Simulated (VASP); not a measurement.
Wanted: the native input for a VASP 6.6.1 run.

```yaml
Task: single point
Functional: LDA
Potentials_or_basis: VASP PAW LDA potentials, release 64 (Si)
Cutoff: 520 eV
k_mesh: 12 × 12 × 6
Occupations: gaussian, width 0.03 eV
Spin: no spin polarisation
Dipole_correction: no
Further_INCAR_settings: ALGO = Normal; EDIFF = 1e-06; NBANDS = 16
```

The structure of Si lies in POSCAR:

```
Si
1.0
    3.9654135716      0.0000000000      0.0000000000
   -1.9827067858      3.2018876120      0.0000000000
    0.0000000000      0.0000000000      6.3326220002
Si
4
Direct
    0.3333333333      0.6666666667      0.0630095000
    0.6666666667      0.3333333333      0.5630095000
    0.3333333333      0.6666666667      0.4369905000
    0.6666666667      0.3333333333      0.9369905000
```

This cell differs from its parent crystal: strain +0.0350 x Voigt [1, -1, 0, 0, 0, 0].

These files were run (other wordings do the same):

INCAR

```
PREC = Accurate
ENCUT = 520
EDIFF = 1E-6
ISMEAR = 0
SIGMA = 0.03
LREAL = False
LASPH = True
NELM = 60
ALGO = Normal
ISIF = 2
LWAVE = False
LCHARG = False
NBANDS = 16
```

KPOINTS

```
regular mesh
0
Gamma
  12 12 6
```

Potentials or basis: VASP PAW LDA potentials, release 64 (Si).

The run is started by

```sh
$ cat potpaw_LDA.64/Si/POTCAR > POTCAR
$ mpirun -np 1 vasp_std > vasp.out
```

It gave:

The pressure is -1.6 GPa, the largest force is 0.609 eV/Å and the band gap on the k mesh is zero (bands 8 and 9 overlap by 0.23 eV).

Caveat: the cell differs from its parent crystal (strain +0.0350 x Voigt [1, -1, 0, 0, 0, 0]); semilocal functionals underestimate gaps, so a narrow gap can read as zero.

Wall time 2.2 min on 1 thread of Intel(R) Xeon(R) Platinum 8375C CPU @ 2.90GHz (Ice Lake), with other jobs on the host, peak memory 0.26 GiB.
